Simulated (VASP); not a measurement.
# CoO (R-3m) in VASP: notebook

CoO is run at these levels: LDA, PBEsol, PBE; tasks: single point.

Program: VASP 6.6.1. These are calculated values, not measurements. Logs are shortened: lines on timing, memory, paths and dates and some standing lists are left out, and cuts for length are marked.

## Step 1: The cell of the first run

It takes space group R-3m (No. 166, trigonal). The conventional cell has a = 3.011 Å, b = 3.011 Å, c = 7.320 Å, α = 90.00°, β = 90.00°, γ = 120.00°. Within 2.8 Å of Co (site symmetry -3m) lie 6 O at 2.12 Å. O (site symmetry -3m) has 6 Co at 2.12 Å within 2.8 Å.

## Step 2: Single point, LDA, collinear spin, ferromagnetic start

File INCAR:

```
SYSTEM = CoO
ALGO     = Normal         ! electronic algorithm
EDIFF    = 1E-7           ! SCF threshold, eV
ENCUT    = 520            ! plane-wave cutoff, eV
GGA      = CA             ! functional
ISIF     = 2              ! what is computed and relaxed
ISMEAR   = -1             ! smearing method
ISPIN    = 2              ! spin polarisation
LASPH    = .TRUE.         ! aspherical terms in the spheres
LCHARG   = .TRUE.         ! write CHGCAR
LELF     = .TRUE.         ! ELF
LMAXMIX  = 4              ! l up to which the mixer works
LORBIT   = 11             ! projections on sites
LREAL    = .FALSE.        ! projectors in reciprocal space
LVHAR    = .TRUE.       
LWAVE    = .FALSE.        ! write WAVECAR
MAGMOM   = 2 0            ! initial moments
NBANDS   = 18             ! bands
NELM     = 150            ! most SCF steps
PREC     = Accurate       ! precision mode
SIGMA    = 0.05           ! smearing width, eV
```

File KPOINTS:

```
k-points
0
G
  11 11 11
  0 0 0
```

File POSCAR:

```
CoO
1.0
    1.5054695445      0.8691832468      2.4399269062
   -1.5054695445      0.8691832468      2.4399269062
    0.0000000000     -1.7383664936      2.4399269062
Co O
1 1
Direct
    0.0000000000      0.0000000000      0.0000000000
    0.5000000000      0.5000000000      0.5000000000
```

Potentials or basis: VASP PAW LDA potentials, release 64 (Co, O).

Run with:

```bash
$ cat potpaw_LDA.64/Co/POTCAR potpaw_LDA.64/O/POTCAR > POTCAR
$ mpirun -np 1 vasp_std > vasp.out
```

OUTCAR:

```text
SYSTEM = CoO
   EDIFF = 1E-7
   ENCUT = 520
   GGA = CA
   ISIF = 2
   ISMEAR = -1
   ISPIN = 2
   LASPH = .TRUE.
   LORBIT = 11
   LREAL = .FALSE.
   NELM = 150
   PREC = Accurate

 ion  position               nearest neighbor table
   1  0.000  0.000  0.000-   2 2.12   2 2.12   2 2.12   2 2.12   2 2.12   2 2.12
   2  0.500  0.500  0.500-   1 2.12   1 2.12   1 2.12   1 2.12   1 2.12   1 2.12

  LATTYP: Found a trigonal (rhomboedric) cell.
 ALAT       =     2.9958573687
 COS(alpha) =     0.4949531368

  Lattice vectors:

 A1 = (   1.5054695445,   0.8691832468,   2.4399269062)
 A2 = (  -1.5054695445,   0.8691832468,   2.4399269062)
 A3 = (   0.0000000000,  -1.7383664936,   2.4399269062)

Analysis of symmetry for initial positions (statically):
=====================================================================
 Subroutine PRICEL returns:
 Original cell was already a primitive cell.

 Routine SETGRP: Setting up the symmetry group for a
 trigonal (rhombohedral) supercell.

 Subroutine GETGRP returns: Found 12 space group operations
 (whereof 12 operations were pure point group operations)
 out of a pool of 12 trial point group operations.

The static configuration has the point symmetry D_3d.

Analysis of symmetry for dynamics (positions and initial velocities):
=====================================================================
 Subroutine PRICEL returns:
 Original cell was already a primitive cell.

 Routine SETGRP: Setting up the symmetry group for a
 trigonal (rhombohedral) supercell.

 Subroutine GETGRP returns: Found 12 space group operations
 (whereof 12 operations were pure point group operations)
 out of a pool of 12 trial point group operations.

The dynamic configuration has the point symmetry D_3d.

Analysis of structural, dynamic, and magnetic symmetry:
=====================================================================
 Subroutine PRICEL returns:
 Original cell was already a primitive cell.

 Routine SETGRP: Setting up the symmetry group for a
 trigonal (rhombohedral) supercell.

 Subroutine GETGRP returns: Found 12 space group operations
 (whereof 12 operations were pure point group operations)
 out of a pool of 12 trial point group operations.

The overall configuration has the point symmetry D_3d.

 Subroutine INISYM returns: Found 12 space group operations
 (whereof 12 operations are pure point group operations),
 and found     1 'primitive' translations

----------------------------------------------------------------------------------------

                                     Primitive cell

  volume of cell :      19.1563

  direct lattice vectors                    reciprocal lattice vectors
     1.505469544  0.869183247  2.439926906     0.332122295  0.191750896  0.136616114
    -1.505469544  0.869183247  2.439926906    -0.332122295  0.191750896  0.136616114
     0.000000000 -1.738366494  2.439926906     0.000000000 -0.383501793  0.136616114

  length of vectors
     2.995857369  2.995857369  2.995857369     0.407108816  0.407108816  0.407108816

  position of ions in fractional coordinates (direct lattice)
     0.000000000  0.000000000  0.000000000
     0.500000000  0.500000000  0.500000000

  ion indices of the primitive-cell ions
   primitive index   ion index
                 1           1
                 2           2

----------------------------------------------------------------------------------------

 KPOINTS: k-points

Automatic generation of k-mesh.
 Grid dimensions read from file:
 generate k-points for:   11   11   11

 Generating k-lattice:

  Cartesian coordinates                     Fractional coordinates (reciprocal lattice)
     0.030192936  0.017431900  0.012419647     0.090909091  0.000000000  0.000000000
    -0.030192936  0.017431900  0.012419647     0.000000000  0.090909091  0.000000000
     0.000000000 -0.034863799  0.012419647     0.000000000  0.000000000  0.090909091

  Length of vectors
     0.037009892  0.037009892  0.037009892

  Shift w.r.t. Gamma in fractional coordinates (k-lattice)
     0.000000000  0.000000000  0.000000000

 Subroutine IBZKPT returns following result:
 ===========================================

 Found    146 irreducible k-points:

 Following reciprocal coordinates:
            Coordinates               Weight
  0.000000  0.000000  0.000000      1.000000
  0.090909  0.000000  0.000000      6.000000
  0.181818  0.000000  0.000000      6.000000
  0.272727 -0.000000  0.000000      6.000000
  0.363636 -0.000000 -0.000000      6.000000
  0.454545  0.000000 -0.000000      6.000000
[... 16 lines left out ...]
 -0.272727  0.181818  0.000000     12.000000
 -0.181818  0.181818  0.000000      6.000000
 [... further k-points ...]
   k-points           NKPTS =    146   k-points in BZ     NKDIM =    146   number of bands    NBANDS=     18
   number of dos      NEDOS =    301   number of ions     NIONS =      2
   total plane-waves  NPLWV =  13824
   dimension x,y,z NGX =    24 NGY =   24 NGZ =   24
   dimension x,y,z NGXF=    48 NGYF=   48 NGZF=   48
   ions per type =               1   1
   NGX,Y,Z   is equivalent  to a cutoff of  13.32, 13.32, 13.32 a.u.
   NGXF,Y,Z  is equivalent  to a cutoff of  26.64, 26.64, 26.64 a.u.
 SYSTEM =  CoO
   PREC   = accura    normal or accurate (medium, high low for compatibility)
   ISTART =      0    job   : 0-new  1-cont  2-samecut
   ICHARG =      2    charge: 1-file 2-atom 10-const
   ISPIN  =      2    spin polarized calculation?
   LNONCOLLINEAR =      F non collinear calculations
   LSORBIT =      F    spin-orbit coupling
   LASPH  =      T    aspherical Exc in radial PAW
   ENCUT  =  520.0 eV  38.22 Ry    6.18 a.u.   5.57  5.57  5.57*2*pi/ulx,y,z
   NELM   =    150;   NELMIN=  2; NELMDL= -5     # of ELM steps
   EDIFF  = 0.1E-06   stopping-criterion for ELM
   LREAL  =      F    real-space projection
   EDIFFG = 0.1E-05   stopping-criterion for IOM
   NSW    =      0    number of steps for IOM
   IBRION =     -1    ionic relax: 0-MD 1-quasi-New 2-CG
   NFREE  =      0    steps in history (QN), initial steepest desc. (CG)
   ISIF   =      2    stress and relaxation
   ISYM   =      2    0-nonsym 1-usesym 2-fastsym
   POTIM  = 0.5000    time-step for ionic-motion
   TEBEG  =    0.0;   TEEND  =   0.0 temperature during run
   PSTRESS=    0.0 pullay stress
   NELECT =      15.0000    total number of electrons
   NUPDOWN=      -1.0000    fix difference up-down
   EMIN   =  10.00;   EMAX   =-10.00  energy-range for DOS
   EFERMI =   0.00;   METHOD = LEGACY
   ISMEAR =    -1;   SIGMA  =   0.05  broadening in eV -4-tet -1-fermi 0-gaus
   EFERMI_NEDOS =   21; number of points for ismear=-14 and -15
   IALGO  =     38    algorithm
   IMIX   =      4    mixing-type and parameters
     AMIX     =   0.40;   BMIX     =  1.00
     AMIX_MAG =   1.60;   BMIX_MAG =  1.00
  volume/ion in A,a.u.               =       9.58        64.64
  Fermi-wavevector in a.u.,A,eV,Ry     =   1.508927  2.851458 30.978555  2.276860
  Thomas-Fermi vector in A             =   2.619316
   LORBIT       =     11    0 simple, 1 ext, 2 COOP (PROOUT), +10 PAW based schemes
   GGA     = CA    functional components
   LHFCALC =     F    Hartree Fock is set to
   AEXX    =    0.0000 exact exchange contribution
   IVDW    =     0    specifies the selected vdW correction
   LEPSILON=     F    determine dielectric tensor
   LRPA    =     F    only Hartree local field effects (RPA)
 spin polarized calculation
  energy-cutoff  :      520.00
  volume of cell :       19.16
 maximum number of plane-waves:       532
   NGX = 11   NGY = 11   NGZ = 11

 number of electron      15.0000005 magnetization       2.7081058

 Free energy of the ion-electron system (eV)
  ---------------------------------------------------
  ext. energy  EPLUGINS =         0.00000000
  ---------------------------------------------------
  free energy    TOTEN  =       -14.68138612 eV

  energy without entropy =      -14.64513159  energy(sigma->0) =      -14.66325886

 E-fermi :   7.7575     XC(G=0): -12.9372

 val. band max:        7.7566843390   @ k =  -0.4545  -0.4545   0.2727
 cond. band min:       7.7590622528   @ k =   0.4545   0.2727   0.1818
 fundamental gap:      0.0023779138
 Fermi energy:         7.7574531721

 spin component 1

 k-point     1 :       0.0000    0.0000    0.0000
  band No.  band energies     occupation
      1     -12.3891      1.00000
      2       4.4119      1.00000
      3       4.4119      1.00000
      4       4.4608      1.00000
      5       4.7949      1.00000
      6       4.7949      1.00000
[... 10 lines left out ...]
     17      29.2411      0.00000
     18      32.6323      0.00000

 k-point     2 :       0.0909    0.0000    0.0000
  band No.  band energies     occupation
      1     -12.3000      1.00000
      2       3.6138      1.00000
      3       3.7392      1.00000
      4       3.7766      1.00000
      5       4.8637      1.00000
      6       4.8828      1.00000
[... 10 lines left out ...]
     17      30.2374      0.00000
     18      33.9300      0.00000

 k-point     3 :       0.1818    0.0000    0.0000
  band No.  band energies     occupation
      1     -12.0509      1.00000
      2       2.3295      1.00000
      3       2.9947      1.00000
      4       3.0347      1.00000
      5       5.0206      1.00000
      6       5.0414      1.00000
[... 412 lines left out ...]
 k-point    23 :      -0.2727    0.1818    0.0000
  band No.  band energies     occupation
      1     -11.3176      1.00000
      2       0.3881      1.00000
      3       1.9330      1.00000
      4       2.1357      1.00000
      5       5.3356      1.00000
      6       5.4249      1.00000
[... 10 lines left out ...]
     17      35.3102      0.00000
     18      37.1914      0.00000

 k-point    24 :      -0.1818    0.1818    0.0000
  band No.  band energies     occupation
      1     -11.6113      1.00000
      2       0.9764      1.00000
      3       2.1880      1.00000
      4       2.6479      1.00000
      5       5.1641      1.00000
      6       5.3213      1.00000
[... 10 lines left out ...]
     17      35.3799      0.00000
     18      37.1888      0.00000

 [... further k-points ...]

 spin component 2

 k-point     1 :       0.0000    0.0000    0.0000
  band No.  band energies     occupation
      1     -11.9167      1.00000
      2       4.9405      1.00000
      3       4.9405      1.00000
      4       4.9941      1.00000
      5       6.6313      1.00000
      6       6.6313      1.00000
[... 10 lines left out ...]
     17      30.0199      0.00000
     18      33.3825      0.00000

 k-point     2 :       0.0909    0.0000    0.0000
  band No.  band energies     occupation
      1     -11.8259      1.00000
      2       4.2538      1.00000
      3       4.6219      1.00000
      4       4.6691      1.00000
      5       6.7315      1.00000
      6       6.7556      1.00000
[... 10 lines left out ...]
     17      30.9413      0.00000
     18      34.6851      0.00000

 k-point     3 :       0.1818    0.0000    0.0000
  band No.  band energies     occupation
      1     -11.5719      1.00000
      2       2.9464      1.00000
      3       4.0193      1.00000
      4       4.0662      1.00000
      5       6.9385      1.00000
      6       6.9627      1.00000
[... 412 lines left out ...]
 k-point    23 :      -0.2727    0.1818    0.0000
  band No.  band energies     occupation
      1     -10.8180      1.00000
      2       1.0008      1.00000
      3       2.8751      1.00000
      4       3.0281      1.00000
      5       7.2778      0.99993
      6       7.5345      0.98856
[... 10 lines left out ...]
     17      35.7481      0.00000
     18      37.7687      0.00000

 k-point    24 :      -0.1818    0.1818    0.0000
  band No.  band energies     occupation
      1     -11.1209      1.00000
      2       1.6289      1.00000
      3       3.2973      1.00000
      4       3.3861      1.00000
      5       7.0682      1.00000
      6       7.4679      0.99696
[... 10 lines left out ...]
     17      35.9264      0.00000
     18      37.7480      0.00000

 [... further k-points ...]
[... 5 lines left out ...]
  --------------------------------------------------------------------------------------
  -------------------------------------------------------------------------------------
  Total       -2.3148685     -2.3148685     -2.3365187      0.0000000     -0.0000000      0.0000000
  in kB     -193.6089876   -193.6089876   -195.4197497      0.0000000     -0.0000000      0.0000000
  external PRESSURE =    -194.2125750 kB  Pullay stress =       0.0000000 kB

 VOLUME and BASIS-vectors are now :
 -----------------------------------------------------------------------------
  energy-cutoff  :      520.00
  volume of cell :       19.16
      direct lattice vectors                 reciprocal lattice vectors
     1.505469544  0.869183247  2.439926906     0.332122295  0.191750896  0.136616114
    -1.505469544  0.869183247  2.439926906    -0.332122295  0.191750896  0.136616114
     0.000000000 -1.738366494  2.439926906     0.000000000 -0.383501793  0.136616114

 POSITION                                       TOTAL-FORCE (eV/Angst)
 -----------------------------------------------------------------------------------
      0.00000      0.00000      0.00000         0.000000      0.000000      0.000000
      0.00000      0.00000      3.65989        -0.000000     -0.000000     -0.000000
 -----------------------------------------------------------------------------------
    total drift:                               -0.000000      0.000000     -0.000000

  FREE ENERGIE OF THE ION-ELECTRON SYSTEM (eV)
  ---------------------------------------------------
  free  energy   TOTEN  =       -14.6813861212 eV

  energy  without entropy=      -14.6451315925  energy(sigma->0) =      -14.66325886

 total charge

# of ion       s       p       d       tot
------------------------------------------
    1        0.298   0.363   7.194   7.856
    2        1.546   3.383   0.000   4.929
--------------------------------------------------
tot          1.844   3.746   7.194  12.785

 magnetization (x)

# of ion       s       p       d       tot
------------------------------------------
    1        0.019   0.017   2.332   2.368
    2        0.028   0.254   0.000   0.282
--------------------------------------------------
tot          0.047   0.271   2.332   2.650
```

Wall time 1.7 min (1 thread of Intel Xeon Platinum 8259CL at 2.50GHz (Skylake/Cascade Lake), shared host); peak memory 0.19 GiB.

What came out:

* Free energy: -14.6814 eV
* Pressure: -19.4 GPa
* Net moment: 2.71 μB per cell
* Site moments: Co +2.37; O +0.28 μB
* Valence electrons inside the program's atomic spheres: Co 7.86; O 4.93

Caveat: a cell with one magnetic atom can't hold antiferromagnetic order, which such compounds often take; semilocal functionals often make such compounds metallic where correlation or magnetic order opens a gap, which also shifts bond lengths. With open d or f shells a metallic result of LDA can be an artefact of self-interaction; +U or a hybrid may open a gap.

(Part 1 of 2 ends here.)
